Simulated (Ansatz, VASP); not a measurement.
# Bi: VASP beside Ansatz

```
Bi
1.0
    -1.81695    1.81695    1.81695
     1.81695   -1.81695    1.81695
     1.81695    1.81695   -1.81695
Bi
1
Direct
  0.00000 0.00000 0.00000
```

Change from the starting cell: volume scaled by 0.8, LAPW.

Alike in both runs: task single point; functional PBEsol; k mesh 15 × 15 × 15; occupations fermi-dirac, width 0.08 eV; no spin polarisation.

```csv
,VASP,Ansatz
version,VASP 6.6.1,Ansatz 0.2.0
potentials or method,"VASP PAW PBE potentials, release 64 (Bi_d), cutoff 520 eV","all-electron LAPW, scalar-relativistic"
```

```tsv
	VASP	Ansatz	Ansatz less VASP
pressure (GPa)	22.5	22.6	+0.10
```

VASP's potentials were made for PBE, not for PBEsol. Ansatz ran all-electron here, and VASP with PAW potentials.

Neither program's run includes spin-orbit coupling.
